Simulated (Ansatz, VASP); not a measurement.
Two plane-wave programs on SnAs3

INCAR

```
PREC     = Accurate       # precision mode
ENCUT    = 600            # plane-wave cutoff, eV
EDIFF    = 1E-6           # SCF threshold, eV
ISMEAR   = 0              # smearing method
SIGMA    = 0.1            # smearing width, eV
LREAL    = F              # projectors in reciprocal space
LASPH    = T              # aspherical terms in the spheres
NELM     = 80             # most SCF steps
ALGO     = Normal         # electronic algorithm
ISIF     = 3              # what is computed and relaxed
LWAVE    = F              # write WAVECAR
LCHARG   = F              # write CHGCAR
GGA      = PE             # functional
IBRION   = 2              # ionic algorithm
NSW      = 100            # ionic steps
EDIFFG   = -0.01          # ionic threshold
```

Contents of KPOINTS:

```
regular mesh
0
Gamma
  10 10 10
```

File POSCAR:

```
SnAs3
1.0
    4.4161024115      0.0000000000      0.0000000000
    0.0000000000      4.4161024115      0.0000000000
    0.0000000000      0.0000000000      4.4161024115
Sn As
1 3
Direct
    0.0000000000      0.0000000000      0.0000000000
    0.0000000000      0.5000000000      0.5000000000
    0.5000000000      0.0000000000      0.5000000000
    0.5000000000      0.5000000000      0.0000000000
```

Input for Ansatz:

```yaml
crystal:
  lattice:
    - [4.4161024115, 0.0, 0.0]
    - [0.0, 4.4161024115, 0.0]
    - [0.0, 0.0, 4.4161024115]
  atoms:
    - { symbol: Sn, position: [0.0, 0.0, 0.0] }
    - { symbol: As, position: [0.0, 0.5, 0.5] }
    - { symbol: As, position: [0.5, 0.0, 0.5] }
    - { symbol: As, position: [0.5, 0.5, 0.0] }
basis:
  ecutwfc: 420
kpoints:
  mp_grid: { grid: [10, 10, 10] }
hamiltonian:
  xc: pbe
scf:
  occupations: { method: gaussian, width: 0.1 }
output:
  forces: true
  stress: true
  eigenvalues: true
relax:
  adjacent_minimum: "off"
  f_tol: 0.01
  max_steps: 80
  cell: { stress_tol: 0.05 }
```

Alike in both runs: task relaxation of cell and atoms; functional PBE; k mesh 10 × 10 × 10; occupations gaussian, width 0.1 eV; no spin polarisation.

|  | VASP | Ansatz |
| --- | --- | --- |
| version | VASP 6.6.1 | Ansatz 0.2.0 |
| potentials or method | VASP PAW PBE potentials, release 64 (Sn_d, As), cutoff 600 eV | scalar-relativistic, plane waves, PAW |
| valence electrons in the cell | 29 | 59 |

|  | VASP | Ansatz | Ansatz less VASP |
| --- | --- | --- | --- |
| gap on the k mesh at the Fermi level, each at its own relaxed structure (eV) | none | none | - |
| relaxed volume (Å³/atom) | 21.49 | 21.49 | +0.001 |
| relaxed cell length with the largest relative difference (Å) | 4.413 | 4.413 | +0.0001 |

A gap of «none» marks a metal or a gap that the smearing closes. VASP's potentials hold 29 valence electrons a cell and Ansatz's 59, so a difference there can come from the potentials and not from the codes.
